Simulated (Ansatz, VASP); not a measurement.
**BiH4 in VASP and in Ansatz**

```
Bi H
1.0
     3.09786    0.00000    0.00000
    -1.54893    2.68282    0.00000
     0.00000    0.00000    6.57147
Bi H
1 4
Direct
  0.00000 0.00000 0.00000
  0.50000 0.00000 0.50000
  0.00000 0.50000 0.50000
  0.50000 0.50000 0.50000
  0.00000 0.00000 0.50000
```

Alike in both runs: functional PBE; k mesh 15 × 15 × 6; occupations gaussian, width 0.1 eV; no spin polarisation.

Ansatz relaxed the structure, and its values are those at the end. VASP's run is a single point on that final structure, the one shown.

```csv
,VASP,Ansatz
version,VASP 6.6.1,Ansatz 0.2.0
potentials or method,"VASP PAW PBE potentials, release 64 (Bi_d, H), cutoff 520 eV","scalar-relativistic, plane waves, PAW"
valence electrons in the cell,19,19
```

```tsv
	VASP	Ansatz	Ansatz less VASP
gap on the k mesh at the Fermi level (eV)	none	none	-
pressure (GPa)	-0.2	0.0	+0.17
```

A gap of «none» marks a metal or a gap that the smearing closes. With one functional, cell and mesh, what is left measures potentials, basis and numerics.

Spin-orbit coupling is off throughout.
